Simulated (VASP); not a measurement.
Set up this calculation in VASP 6.6.1, as the native input.

| Quantity | Value |
| --- | --- |
| Task | G0W0 quasiparticle levels |
| Functional | PBE |
| Potentials or basis | VASP PAW PBE potentials, release 64 (Cu_GW, O_GW) |
| Cutoff | 500 eV |
| k mesh | 2 × 2 × 2 |
| Occupations | gaussian, width 0.01 eV |
| Spin | no spin polarisation |
| Dipole correction | no |
| GW scheme | G0W0 |
| GW iterations | 1 |
| Cutoff of the response function | 180 |
| Frequency points | 48 |
| Empty bands | 740 |
| Further INCAR settings | ALGO = EVGW0; EDIFF = 1e-08; NBANDS = 768 |

The system is Cu2O.

```
Cu O
1.0
     4.27000    0.00000    0.00000
     0.00000    4.27000    0.00000
     0.00000    0.00000    4.27000
Cu O
4 2
Direct
  0.25000 0.25000 0.25000
  0.25000 0.75000 0.75000
  0.75000 0.25000 0.75000
  0.75000 0.75000 0.25000
  0.00000 0.00000 0.00000
  0.50000 0.50000 0.50000
```

The input as run:

POSCAR

```
Cu2O
1.0
    4.2700000000      0.0000000000      0.0000000000
    0.0000000000      4.2700000000      0.0000000000
    0.0000000000      0.0000000000      4.2700000000
Cu O
4 2
Direct
    0.2500000000      0.2500000000      0.2500000000
    0.2500000000      0.7500000000      0.7500000000
    0.7500000000      0.2500000000      0.7500000000
    0.7500000000      0.7500000000      0.2500000000
    0.0000000000      0.0000000000      0.0000000000
    0.5000000000      0.5000000000      0.5000000000
```

INCAR.step1

```
PREC     = Accurate       # precision mode
ENCUT    = 500            # plane-wave cutoff, eV
EDIFF    = 1E-8           # SCF threshold, eV
ISMEAR   = 0              # smearing method
SIGMA    = 0.01           # smearing width, eV
LREAL    = F              # projectors in reciprocal space
LASPH    = T              # aspherical terms in the spheres
NELM     = 60             # most SCF steps
ALGO     = Normal         # electronic algorithm
LWAVE    = T              # write WAVECAR
LCHARG   = F              # write CHGCAR
GGA      = PE             # functional
```

INCAR.step2

```
PREC     = Accurate       # precision mode
ENCUT    = 500            # plane-wave cutoff, eV
EDIFF    = 1E-8           # SCF threshold, eV
ISMEAR   = 0              # smearing method
SIGMA    = 0.01           # smearing width, eV
LREAL    = F              # projectors in reciprocal space
LASPH    = T              # aspherical terms in the spheres
NELM     = 1              # most SCF steps
ALGO     = Exact          # electronic algorithm
LWAVE    = T              # write WAVECAR
LCHARG   = F              # write CHGCAR
GGA      = PE             # functional
NBANDS   = 768            # bands
LOPTICS  = T              # frequency-dependent dielectric function
ISTART   = 1
```

INCAR.step3

```
PREC     = Accurate       # precision mode
ENCUT    = 500            # plane-wave cutoff, eV
EDIFF    = 1E-8           # SCF threshold, eV
ISMEAR   = 0              # smearing method
SIGMA    = 0.01           # smearing width, eV
LREAL    = F              # projectors in reciprocal space
LASPH    = T              # aspherical terms in the spheres
ALGO     = EVGW0          # electronic algorithm
LWAVE    = F              # write WAVECAR
LCHARG   = F              # write CHGCAR
GGA      = PE             # functional
NELMGW   = 1            
NBANDS   = 768            # bands
ENCUTGW  = 180.0          # cutoff of the response function
NOMEGA   = 48             # frequency points
PRECFOCK = Fast         
ISTART   = 1            
NBANDSGW = 36
```

KPOINTS

```
Automatic mesh
0
Gamma
  2 2 2
```

Potentials or basis: VASP PAW PBE potentials, release 64 (Cu_GW, O_GW).

Run with:

```bash
$ cat potpaw_PBE.64/Cu_GW/POTCAR potpaw_PBE.64/O_GW/POTCAR > POTCAR
$ cp INCAR.step1 INCAR
$ mpirun -np 1 vasp_std > vasp.out
$ cp INCAR.step2 INCAR
$ mpirun -np 1 vasp_std > vasp.out
$ cp INCAR.step3 INCAR
$ mpirun -np 1 vasp_std > vasp.out
```

It gave:

The quasiparticle gap is 1.26 eV. The least direct quasiparticle gap is 1.26 eV and the band gap of the starting levels on the mesh is 0.52 eV. The least direct gap of the starting levels on the mesh is 0.52 eV.

Caveat: the k points lie up to 0.74 Å⁻¹ apart; bands, screening cutoff and mesh are small and nothing is extrapolated, so the quasiparticle values aren't converged.

It took 4.8 min on 1 thread of Intel(R) Xeon(R) 6975P-C (Granite Rapids), with other jobs on the host, peak memory 0.9 GiB.
